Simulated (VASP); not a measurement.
Input of a VASP 6.6.1 run:

The input INCAR:

```
SYSTEM = BeAs
PREC = Accurate
ENCUT = 520
EDIFF = 1E-6
ISMEAR = 0
SIGMA = 0.1
LREAL = .FALSE.
LASPH = .TRUE.
NELM = 100
ALGO = Normal
ISIF = 2
LWAVE = .FALSE.
LCHARG = .FALSE.
GGA = PE
NBANDS = 10
```

The input KPOINTS:

```
regular mesh
0
G
  18 18 18
  0 0 0
```

File POSCAR:

```
BeAs
1.0
    0.0000000000      2.5866932957      2.5866932957
    2.5866932957      0.0000000000      2.5866932957
    2.5866932957      2.5866932957      0.0000000000
Be As
1 1
Direct
    0.0000000000      0.0000000000      0.0000000000
    0.2500000000      0.2500000000      0.2500000000
```

Potentials or basis: VASP PAW PBE potentials, release 64 (Be, As).

Command:

```sh
$ cat potpaw_PBE.64/Be/POTCAR potpaw_PBE.64/As/POTCAR > POTCAR
$ mpirun -np 1 vasp_std > vasp.out
```

(1) Predict the pressure.

## Answers

(1) 0.2 GPa.
